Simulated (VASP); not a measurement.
NiO:

```
Ni O
1.0
     0.00000    2.24095    2.24095
     2.24095    0.00000    2.24095
     2.24095    2.24095    0.00000
Ni O
1 1
Direct
  0.00000 0.00000 0.00000
  0.25000 0.25000 0.25000
```

Base run:

```yaml
Program: VASP 6.6.1
Functional: PBE
Potentials_or_basis: VASP PAW PBE potentials, release 64 (Ni, O)
Cutoff: 520 eV
k_mesh: 12 × 12 × 12
Occupations: gaussian, width 0.05 eV
Spin: collinear spin, ferromagnetic start
Starting_moments: "[2.0, 0.0] μB"
Hubbard_terms: Ni d U = 3.0 eV
```

Its results: pressure -1.3 GPa; net moment 2.00 μB per cell; site moments Ni +1.62; O +0.35 μB.

Task: The run is repeated on the same cell with these changes: hubbard terms from Ni d U = 3.0 eV to none. What comes out?

Result: Pressure 0.2 GPa; net moment 1.91 μB per cell; site moments Ni +1.49; O +0.36 μB.

Caveats: a cell with one magnetic atom can't hold antiferromagnetic order, which such compounds often take.
